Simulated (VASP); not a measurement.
Here is a VASP 6.6.1 calculation.

The input INCAR:

```
SYSTEM = Nb3Te8Mo
ALGO = Normal ; EDIFF = 1E-6
ENCUT = 500 ; GGA = PE
GGA_COMPAT = .False. ; ISIF = 2
ISMEAR = 0 ; LASPH = .True.
LCHARG = .False. ; LREAL = .False.
LWAVE = .False. ; NBANDS = 62
NELM = 120 ; PREC = Accurate
SIGMA = 0.1
```

File KPOINTS:

```
k-points
0
Gamma
  12 12 2
  0 0 0
```

The input POSCAR:

```
Nb3Te8Mo
1.0
    3.6459725680      0.0000000000      0.0000000000
   -1.8229862840      3.1575048654      0.0000000000
    0.0000000000      0.0000000000     29.9266765689
Nb Te Mo
3 8 1
Direct
    0.0000000000      0.0000000000      0.7480354476
    0.0000000000      0.0000000000      0.2519645524
    0.0000000000      0.0000000000      0.5000000000
    0.6666666667      0.3333333333      0.9400668017
    0.6666666667      0.3333333333      0.1896717680
    0.6666666667      0.3333333333      0.4378690203
    0.6666666667      0.3333333333      0.6860327433
    0.3333333333      0.6666666667      0.8103282320
    0.3333333333      0.6666666667      0.0599331983
    0.3333333333      0.6666666667      0.3139672567
    0.3333333333      0.6666666667      0.5621309797
    0.0000000000      0.0000000000      0.0000000000
```

Potentials or basis: VASP PAW PBE potentials, release 64 (Nb_sv, Te, Mo_sv).

Command:

```console
$ cat potpaw_PBE.64/Nb_sv/POTCAR potpaw_PBE.64/Te/POTCAR potpaw_PBE.64/Mo_sv/POTCAR > POTCAR
$ mpirun -np 1 vasp_std > vasp.out
```

Problem. Estimate the pressure.

Solution. -0.1 GPa.

Problem. Predict the largest force.

Solution. 0.013 eV/Å.

Problem. What does it give for the band gap on the k mesh?

Solution. Zero (an odd number of electrons rules out a gap without spin polarisation).

Forces on the atoms (eV/Å):
```
Nb   0.000  0.000  0.001
Nb   0.000  0.000 -0.001
Nb   0.000  0.000  0.000
Te   0.000  0.000 -0.013
Te   0.000  0.000  0.006
Te   0.000  0.000  0.005
Te   0.000  0.000  0.005
Te   0.000  0.000 -0.006
Te   0.000  0.000  0.013
Te   0.000  0.000 -0.005
Te   0.000  0.000 -0.005
Mo   0.000  0.000  0.000
```

Caveat: spin-orbit coupling is left out, which moves the levels of the heavy elements; this functional lacks dispersion, which binds layers or chains, so the pressure and a relaxed spacing across them are unreliable.
